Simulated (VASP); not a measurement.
# BeBr3 (Pm-3m) in VASP: further runs

Runs on BeBr3. Level: PBE. Tasks: single point, relaxation of cell and atoms.

All numbers are computed with VASP 6.6.1; they aren't measurements. Logs are shortened: lines on timing, memory, paths and dates and some standing lists are left out, and cuts for length are marked.

## Step 1: The cell of the first run

Symmetry: Pm-3m, No. 221, cubic system. The conventional cell has a = 4.589 Å, b = 4.589 Å, c = 4.589 Å, α = 90.00°, β = 90.00°, γ = 90.00°. Within 4.3 Å of Be (site symmetry m-3m) lie 12 Br at 3.24 Å. Br (site symmetry 4/mmm) has 4 Be at 3.24 Å and 8 Br at 3.24 Å within 4.3 Å.

## Step 2: Single point, PBE

Contents of INCAR:

```
SYSTEM = BeBr3
PREC = Accurate ; ENCUT = 520
EDIFF = 1E-7 ; ISMEAR = 0
SIGMA = 0.1 ; LREAL = .FALSE.
LASPH = .TRUE. ; NELM = 100
ALGO = Normal ; ISIF = 2
LWAVE = .FALSE. ; LCHARG = .TRUE.
GGA = PE ; LELF = .TRUE.
LVHAR = .TRUE. ; NBANDS = 20
```

Contents of KPOINTS:

```
regular mesh
0
G
  10 10 10
  0 0 0
```

Contents of POSCAR:

```
BeBr3
1.0
    4.5886016757      0.0000000000      0.0000000000
    0.0000000000      4.5886016757      0.0000000000
    0.0000000000      0.0000000000      4.5886016757
Be Br
1 3
Direct
    0.0000000000      0.0000000000      0.0000000000
    0.0000000000      0.5000000000      0.5000000000
    0.5000000000      0.0000000000      0.5000000000
    0.5000000000      0.5000000000      0.0000000000
```

Potentials or basis: VASP PAW PBE potentials, release 64 (Be, Br).

Command:

```
$ cat potpaw_PBE.64/Be/POTCAR potpaw_PBE.64/Br/POTCAR > POTCAR
$ mpirun -np 1 vasp_std > vasp.out
```

OUTCAR:

```text
SYSTEM = BeBr3
   PREC = Accurate
   ENCUT = 520
   EDIFF = 1E-7
   ISMEAR = 0
   LREAL = .FALSE.
   LASPH = .TRUE.
   NELM = 100
   ISIF = 2
   GGA = PE

 ion  position               nearest neighbor table
   1  0.000  0.000  0.000-
   2  0.000  0.500  0.500-
   3  0.500  0.000  0.500-
   4  0.500  0.500  0.000-

  LATTYP: Found a simple cubic cell.
 ALAT       =     4.5886016757

  Lattice vectors:

 A1 = (   4.5886016757,   0.0000000000,   0.0000000000)
 A2 = (   0.0000000000,   4.5886016757,   0.0000000000)
 A3 = (   0.0000000000,   0.0000000000,   4.5886016757)

Analysis of symmetry for initial positions (statically):
=====================================================================
 Subroutine PRICEL returns:
 Original cell was already a primitive cell.

 Routine SETGRP: Setting up the symmetry group for a
 simple cubic supercell.

 Subroutine GETGRP returns: Found 48 space group operations
 (whereof 48 operations were pure point group operations)
 out of a pool of 48 trial point group operations.

The static configuration has the point symmetry O_h .

Analysis of symmetry for dynamics (positions and initial velocities):
=====================================================================
 Subroutine PRICEL returns:
 Original cell was already a primitive cell.

 Routine SETGRP: Setting up the symmetry group for a
 simple cubic supercell.

 Subroutine GETGRP returns: Found 48 space group operations
 (whereof 48 operations were pure point group operations)
 out of a pool of 48 trial point group operations.

The dynamic configuration has the point symmetry O_h .

 Subroutine INISYM returns: Found 48 space group operations
 (whereof 48 operations are pure point group operations),
 and found     1 'primitive' translations

----------------------------------------------------------------------------------------

                                     Primitive cell

  volume of cell :      96.6142

  direct lattice vectors                    reciprocal lattice vectors
     4.588601676  0.000000000  0.000000000     0.217931316  0.000000000  0.000000000
     0.000000000  4.588601676  0.000000000     0.000000000  0.217931316  0.000000000
     0.000000000  0.000000000  4.588601676     0.000000000  0.000000000  0.217931316

  length of vectors
[... 78 lines left out ...]
   ISTART =      0    job   : 0-new  1-cont  2-samecut
   ICHARG =      2    charge: 1-file 2-atom 10-const
   ISPIN  =      1    spin polarized calculation?
   LNONCOLLINEAR =      F non collinear calculations
   LSORBIT =      F    spin-orbit coupling
   LASPH  =      T    aspherical Exc in radial PAW
   ENCUT  =  520.0 eV  38.22 Ry    6.18 a.u.   8.53  8.53  8.53*2*pi/ulx,y,z
   NELM   =    100;   NELMIN=  2; NELMDL= -5     # of ELM steps
   EDIFF  = 0.1E-06   stopping-criterion for ELM
   LREAL  =      F    real-space projection
   EDIFFG = 0.1E-05   stopping-criterion for IOM
   NSW    =      0    number of steps for IOM
   IBRION =     -1    ionic relax: 0-MD 1-quasi-New 2-CG
   NFREE  =      0    steps in history (QN), initial steepest desc. (CG)
   ISIF   =      2    stress and relaxation
   ISYM   =      2    0-nonsym 1-usesym 2-fastsym
   POTIM  = 0.5000    time-step for ionic-motion
   TEBEG  =    0.0;   TEEND  =   0.0 temperature during run
   PSTRESS=    0.0 pullay stress
   NELECT =      23.0000    total number of electrons
   NUPDOWN=      -1.0000    fix difference up-down
   EMIN   =  10.00;   EMAX   =-10.00  energy-range for DOS
   EFERMI =   0.00;   METHOD = LEGACY
   ISMEAR =     0;   SIGMA  =   0.10  broadening in eV -4-tet -1-fermi 0-gaus
   EFERMI_NEDOS =   21; number of points for ismear=-14 and -15
   IALGO  =     38    algorithm
   IMIX   =      4    mixing-type and parameters
     AMIX     =   0.40;   BMIX     =  1.00
     AMIX_MAG =   1.60;   BMIX_MAG =  1.00
  volume/ion in A,a.u.               =      24.15       163.00
  Fermi-wavevector in a.u.,A,eV,Ry     =   1.014621  1.917355 14.006590  1.029455
  Thomas-Fermi vector in A             =   2.147859
   LORBIT       =      0    0 simple, 1 ext, 2 COOP (PROOUT), +10 PAW based schemes
   GGA     = PE    functional components
   LHFCALC =     F    Hartree Fock is set to
   AEXX    =    0.0000 exact exchange contribution
   IVDW    =     0    specifies the selected vdW correction
   LEPSILON=     F    determine dielectric tensor
   LRPA    =     F    only Hartree local field effects (RPA)
 non-spin polarized calculation
 Gauss-broadening in eV      SIGMA  =   0.10
  energy-cutoff  :      520.00
  volume of cell :       96.61
 maximum number of plane-waves:      2624
 NGX is ok and might be reduce to    36
   NGX = 17   NGY = 17   NGZ = 17

 number of electron      23.0000005 magnetization

 Free energy of the ion-electron system (eV)
  ---------------------------------------------------
  ext. energy  EPLUGINS =         0.00000000
  ---------------------------------------------------
  free energy    TOTEN  =        -5.31960676 eV

  energy without entropy =       -5.28493281  energy(sigma->0) =       -5.30226979

 E-fermi :   2.1804     XC(G=0):  -9.0838

 val. band max:        2.1645058857   @ k =   0.2000   0.2000   0.2000
 cond. band min:       2.1908142384   @ k =   0.4000   0.4000   0.3000
 fundamental gap:      0.0263083527
 Fermi energy:         2.1804004121

 k-point     1 :       0.0000    0.0000    0.0000
  band No.  band energies     occupation
      1     -13.2505      2.00000
      2     -11.3710      2.00000
      3     -11.3710      2.00000
      4      -2.0342      2.00000
      5      -2.0342      2.00000
      6      -2.0342      2.00000
[... 541 lines left out ...]
     19      10.6029      0.00000
     20      11.0843      0.00000

 [... further k-points ...]
[... 5 lines left out ...]
  --------------------------------------------------------------------------------------
  -------------------------------------------------------------------------------------
  Total       -0.0019622     -0.0019622     -0.0019622     -0.0000000     -0.0000000      0.0000000
  in kB       -0.0325396     -0.0325396     -0.0325396     -0.0000000     -0.0000000      0.0000000
  external PRESSURE =      -0.0325396 kB  Pullay stress =       0.0000000 kB

 VOLUME and BASIS-vectors are now :
 -----------------------------------------------------------------------------
  energy-cutoff  :      520.00
  volume of cell :       96.61
      direct lattice vectors                 reciprocal lattice vectors
     4.588601676  0.000000000  0.000000000     0.217931316  0.000000000  0.000000000
     0.000000000  4.588601676  0.000000000     0.000000000  0.217931316  0.000000000
     0.000000000  0.000000000  4.588601676     0.000000000  0.000000000  0.217931316

 POSITION                                       TOTAL-FORCE (eV/Angst)
 -----------------------------------------------------------------------------------
      0.00000      0.00000      0.00000         0.000000      0.000000      0.000000
      0.00000      2.29430      2.29430         0.000000      0.000000      0.000000
      2.29430      0.00000      2.29430         0.000000      0.000000      0.000000
      2.29430      2.29430      0.00000         0.000000      0.000000      0.000000
 -----------------------------------------------------------------------------------
    total drift:                                0.000000      0.000000      0.000000

  FREE ENERGIE OF THE ION-ELECTRON SYSTEM (eV)
  ---------------------------------------------------
  free  energy   TOTEN  =        -5.3196067606 eV

  energy  without entropy=       -5.2849328145  energy(sigma->0) =       -5.30226979
```

OSZICAR:

```text
N       E                     dE             d eps       ncg     rms          rms(c)
DAV:   1     0.126132039921E+03    0.12613E+03   -0.95332E+03  2240   0.951E+02
DAV:   2     0.396084849383E+01   -0.12217E+03   -0.11686E+03  3148   0.169E+02
DAV:   3    -0.617484464268E+01   -0.10136E+02   -0.10006E+02  2668   0.543E+01
DAV:   4    -0.626951723250E+01   -0.94673E-01   -0.94497E-01  2804   0.639E+00
DAV:   5    -0.627020851886E+01   -0.69129E-03   -0.69120E-03  2624   0.566E-01    0.784E+00
DAV:   6    -0.534789925387E+01    0.92231E+00   -0.21558E+00  2540   0.383E+00    0.440E+00
DAV:   7    -0.532534772721E+01    0.22552E-01   -0.68948E-02  2896   0.110E+00    0.228E+00
DAV:   8    -0.532140885874E+01    0.39389E-02   -0.35340E-02  2496   0.856E-01    0.370E-01
DAV:   9    -0.531971150950E+01    0.16973E-02   -0.56421E-03  2800   0.284E-01    0.150E-01
DAV:  10    -0.532000728674E+01   -0.29578E-03   -0.14187E-03  2664   0.142E-01    0.792E-02
DAV:  11    -0.531960771490E+01    0.39957E-03   -0.58220E-04  2632   0.862E-02    0.112E-02
DAV:  12    -0.531960698851E+01    0.72639E-06   -0.41703E-05  2732   0.267E-02    0.825E-03
DAV:  13    -0.531960672463E+01    0.26388E-06   -0.12106E-06  2908   0.523E-03    0.338E-03
DAV:  14    -0.531960676060E+01   -0.35974E-07   -0.74931E-08  2228   0.145E-03
   1 F= -.53196068E+01 E0= -.53022698E+01  d E =-.346739E-01
```

stdout:

```text
POSCAR found type information on POSCAR BeBr
 POSCAR found :  2 types and       4 ions
 scaLAPACK will be used
 LDA part: xc-table for (Slater+PW92), standard interpolation
 POSCAR, INCAR and KPOINTS ok, starting setup
 FFT: planning ... GRIDC
 FFT: planning ... GRID_SOFT
 FFT: planning ... GRID
 WAVECAR not read
 entering main loop
```

Run time: 90 s. Hardware: 1 thread of Oxide Virtual Turin-like, shared host; peak memory 0.22 GiB.

Results:

* Free energy: -5.3196 eV
* Pressure: 0.0 GPa

Caveat: an odd number of electrons without spin polarisation forces a metal; a magnetic or distorted state may lie lower.

## Step 3: Relaxation of cell and atoms, PBE

This run uses another cell than the first one, of 23.59 Å³/atom, 0.977 times its volume.

Contents of INCAR:

```
PREC = Accurate ; ENCUT = 600
EDIFF = 1E-7 ; ISMEAR = 0
SIGMA = 0.1 ; LREAL = False
LASPH = True ; NELM = 100
ALGO = Normal ; ISIF = 3
LWAVE = False ; LCHARG = False
GGA = PE ; IBRION = 2
NSW = 100 ; EDIFFG = -0.01
```

Contents of KPOINTS:

```
Automatic mesh
0
Gamma
  10 10 10
```

Contents of POSCAR:

```
BeBr3
1.0
    4.5525083427      0.0000000000      0.0000000000
    0.0000000000      4.5525083427      0.0000000000
    0.0000000000      0.0000000000      4.5525083427
Be Br
1 3
Direct
    0.0000000000      0.0000000000      0.0000000000
    0.0000000000      0.5000000000      0.5000000000
    0.5000000000      0.0000000000      0.5000000000
    0.5000000000      0.5000000000      0.0000000000
```

Potentials or basis: VASP PAW PBE potentials, release 64 (Be, Br).

Command:

```
$ cat potpaw_PBE.64/Be/POTCAR potpaw_PBE.64/Br/POTCAR > POTCAR
$ mpirun -np 1 vasp_std > vasp.out
```

Run time: 3.5 min. Hardware: 1 thread of Oxide Virtual Turin-like, shared host; peak memory 0.24 GiB.

Results (log left out):

| Item | Value |
| --- | --- |
| Free energy | -5.3196 eV |
| Relaxed volume | 24.16 Å³/atom |
| Relaxed cell | a = 4.589 Å, b = 4.589 Å, c = 4.589 Å, α = 90.00°, β = 90.00°, γ = 90.00° |
| Space group after relaxing (to 0.05 Å) | Pm-3m (No. 221) |
| Energy gained by relaxing | 1.4 meV/atom |
| Ionic steps | 3 |
| Pressure after relaxing | 0.0 GPa |

The path:
```
step  energy change (eV)  largest force (eV/Å)  pressure (GPa)  volume (Å³)
   1              0.0000                0.0000            0.81        94.35
   2             -0.0052                0.0000            0.22        95.98
   3             -0.0056                0.0000            0.00        96.63
```

Final structure:
```
CELL_PARAMETERS angstrom
4.58887 0.00000 0.00000
0.00000 4.58887 0.00000
0.00000 0.00000 4.58887
ATOMIC_POSITIONS crystal
Be 0.00000 0.00000 0.00000
Br 0.00000 0.50000 0.50000
Br 0.50000 0.00000 0.50000
Br 0.50000 0.50000 0.00000
```

Levels at points of the mesh, in eV from the Fermi level:
| k point | band 8 | band 9 | band 10 | band 11 | band 12 | band 13 | band 14 | band 15 |
| --- | --- | --- | --- | --- | --- | --- | --- | --- |
| (0.00, 0.00, 0.00) | -1.34 | -1.34 | -1.24 | -0.04 | -0.04 | -0.04 | 4.67 | 4.67 |
| (0.50, 0.00, 0.00) | -2.44 | -1.99 | -1.97 | -0.28 | -0.28 | 1.42 | 2.20 | 3.71 |
| (0.50, 0.50, 0.00) | -2.15 | -2.15 | -2.08 | 0.17 | 0.25 | 0.78 | 2.42 | 4.07 |
| (0.50, 0.50, 0.50) | -1.43 | 0.22 | 0.22 | 0.22 | 0.31 | 0.31 | 4.85 | 4.85 |

Caveat: an odd number of electrons without spin polarisation forces a metal; a magnetic or distorted state may lie lower.
